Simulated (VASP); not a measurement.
A run of VASP 6.6.1 is set up as follows.

The input INCAR:

```
SYSTEM = Al
PREC = Accurate
ENCUT = 520
EDIFF = 1E-6
ISMEAR = -1
SIGMA = 0.05
LREAL = .False.
LASPH = .True.
NELM = 80
ALGO = Fast
ISIF = 2
LWAVE = .False.
LCHARG = .False.
GGA = B5
ALDAX = 1.0
AGGAX = 1.0
AGGAC = 1.0
ALDAC = 0.0
NBANDS = 8
```

The input KPOINTS:

```
regular mesh
0
Gamma
  11 11 11
  0 0 0
```

Contents of POSCAR:

```
Al
1.0
    0.0000000000      1.9834708509      1.9834708509
    1.9834708509      0.0000000000      1.9834708509
    1.9834708509      1.9834708509      0.0000000000
Al
1
Direct
    0.0000000000      0.0000000000      0.0000000000
```

Potentials or basis: VASP PAW PBE potentials, release 64 (Al).

Command:

```sh
$ cat potpaw_PBE.64/Al/POTCAR > POTCAR
$ mpirun -np 1 vasp_std > vasp.out
```

Q: What does it give for the pressure?

A: 8.5 GPa.

Caveat: the PAW data sets were made with another functional, which shifts forces and pressure a little.
